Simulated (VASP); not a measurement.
Runs of VASP 6.6.1 on HgTe. The structure is that of space group F-43m (No. 216), or close to it. The cells are those of the table. 

| task | level | potentials or basis | cell | k mesh for the DOS | occupations for the DOS | gap on the mesh (eV) | pressure (GPa) | largest force (eV/Å) |
| --- | --- | --- | --- | --- | --- | --- | --- | --- |
| electric field gradients | PBE | VASP PAW PBE potentials, release 64 (Hg, Te) | a = 4.596 Å, angles 60.0°, 2 atoms | - | - | none | 2.9 | - |
| electric field gradients | PBE | VASP PAW PBE potentials, release 64 (Hg, Te) | a = 4.633 Å, angles 60.0°, 2 atoms | - | - | none | (a) | - |
| single point | PBE | VASP PAW PBE potentials, release 64 (Hg, Te) | a = 4.513, b = 4.513, c = 4.468 Å, angles 60.3, 60.3, 59.3°, 2 atoms | - | - | none | 6.6 | - |
| electric field gradients | PBE | VASP PAW PBE potentials, release 64 (Hg, Te) | a = 4.481 Å, angles 60.0°, 2 atoms | - | - | none | 7.3 | - |
| electric field gradients | PBE | VASP PAW PBE potentials, release 64 (Hg, Te) | a = 4.520 Å, angles 60.0°, 2 atoms | - | - | none | (b) | - |
| single point | PBE | VASP PAW PBE potentials, release 64 (Hg, Te) | a = 4.514 Å, angles 61.3°, 2 atoms | - | - | 0.11 | 4.2 | 0.26 |
| single point | PBE | VASP PAW PBE potentials, release 64 (Hg, Te) | a = 4.481 Å, angles 60.0°, 2 atoms | - | - | none | 7.3 | - |
| electric field gradients | PBE | VASP PAW PBE potentials, release 64 (Hg, Te) | a = 4.514 Å, angles 61.3°, 2 atoms | - | - | 0.11 | 4.2 | 0.26 |
| electric field gradients | PBE | VASP PAW PBE potentials, release 64 (Hg, Te) | a = 4.605 Å, angles 58.7°, 2 atoms | - | - | none | 4.2 | 0.21 |
| single point | LDA | VASP PAW LDA potentials, release 64 (Hg, Te) | a = 4.559 Å, angles 60.0°, 2 atoms | - | - | none | 0.0 | - |
| electric field gradients | PBE | VASP PAW PBE potentials, release 64 (Hg, Te) | a = 4.559 Å, angles 60.0°, 2 atoms | - | - | none | 4.1 | - |

Alike in all rows: no spin polarisation; k mesh 11 × 11 × 11; cutoff (eV) 520; smearing fermi-dirac 0.03 eV.

Estimate the missing entries.

(a) 1.8; (b) 5.6.

Caveats: spin-orbit coupling is left out, which moves the levels of the heavy elements.

A k mesh can miss the band edges, and the runs leave out spin-orbit coupling on Hg, Te.

A gap of «none» marks levels without a gap at the run's occupations.
